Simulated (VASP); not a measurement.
Input of a VASP 6.6.1 run:

The input INCAR:

```
PREC = Accurate
ENCUT = 520
EDIFF = 1E-6
ISMEAR = -1
SIGMA = 0.05
LREAL = False
LASPH = True
NELM = 60
ALGO = Normal
ISIF = 2
LWAVE = False
LCHARG = False
GGA = PS
NBANDS = 11
```

KPOINTS

```
Automatic mesh
0
Gamma
  11 11 11
```

Contents of POSCAR:

```
Si
1.0
   -2.3229633681      2.3229633681      1.3021299107
    2.3229633681     -2.3229633681      1.3021299107
    2.3229633681      2.3229633681     -1.3021299107
Si
2
Direct
    0.5000000000      0.5000000000      0.0000000000
    0.2500000000      0.7500000000      0.5000000000
```

Potentials or basis: VASP PAW PBE potentials, release 64 (Si).

The run is started by

```sh
$ cat potpaw_PBE.64/Si/POTCAR > POTCAR
$ mpirun -np 1 vasp_std > vasp.out
```

(1) Estimate the band gap on the k mesh.

(2) Predict the pressure.

## Answers

(1) zero (band 4 reaches 12.60 eV, above the bottom of band 5 at 6.28 eV).

(2) 9.3 GPa.

Caveat: the PAW data sets were made with another functional, which shifts forces and pressure a little.
